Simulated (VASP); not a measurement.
Input of a VASP 6.6.1 run:

File INCAR:

```
SYSTEM = Ti3ZnH
PREC = Accurate
ENCUT = 520
EDIFF = 1E-6
ISMEAR = 0
SIGMA = 0.1
LREAL = .False.
LASPH = .True.
NELM = 80
ALGO = Normal
ISIF = 2
LWAVE = .False.
LCHARG = .True.
GGA = PE
LELF = .True.
LVHAR = .True.
NBANDS = 32
```

File KPOINTS:

```
regular mesh
0
Gamma
  10 10 10
  0 0 0
```

The input POSCAR:

```
Ti3ZnH
1.0
    3.8784430727      0.0000000000      0.0000000000
    0.0000000000      3.8784430727      0.0000000000
    0.0000000000      0.0000000000      3.8784430727
Ti Zn H
3 1 1
Direct
    0.0000000000      0.5000000000      0.5000000000
    0.5000000000      0.5000000000      0.0000000000
    0.5000000000      0.0000000000      0.5000000000
    0.0000000000      0.0000000000      0.0000000000
    0.5000000000      0.5000000000      0.5000000000
```

Potentials or basis: VASP PAW PBE potentials, release 64 (Ti_sv, Zn, H).

Launch:

```sh
$ cat potpaw_PBE.64/Ti_sv/POTCAR potpaw_PBE.64/Zn/POTCAR potpaw_PBE.64/H/POTCAR > POTCAR
$ mpirun -np 1 vasp_std > vasp.out
```

Question: Predict the pressure.

Answer: 19.6 GPa.
